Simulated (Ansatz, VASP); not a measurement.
**One calculation of Ge, two programs**

```
Ge
1.0
     0.00000    2.78634    2.82877
     2.87120    0.00000    2.82877
     2.87120    2.78634    0.00000
Ge
2
Direct
  0.50000 0.50000 0.50000
  0.75000 0.75000 0.75000
```

Change from the starting cell: strain +0.0150 x Voigt [1, -1, 0, 0, 0, 0], atoms carried along.

Alike in both runs: task single point; functional r2SCAN; k mesh 10 × 10 × 10; occupations gaussian, width 0.05 eV; no spin polarisation.

```csv
,VASP,Ansatz
version,VASP 6.6.1,Ansatz 0.2.0
potentials or method,"VASP PAW PBE potentials, release 64 (Ge_d), cutoff 520 eV","scalar-relativistic, plane waves, PAW"
valence electrons in the cell,28,28
```

```tsv
	VASP	Ansatz	Ansatz less VASP
gap on the k mesh at the Fermi level (eV)	0.28	0.32	+0.039
least direct gap on the mesh (eV)	0.28	0.32	+0.039
pressure (GPa)	0.7	0.7	-0.05
traceless stress, the component that is largest in VASP (GPa)	-1.27	-1.28	-0.004
```

VASP's potentials were made for PBE, not for r2SCAN. The functional is the same, so the differences come from potentials, cutoffs and numerics.
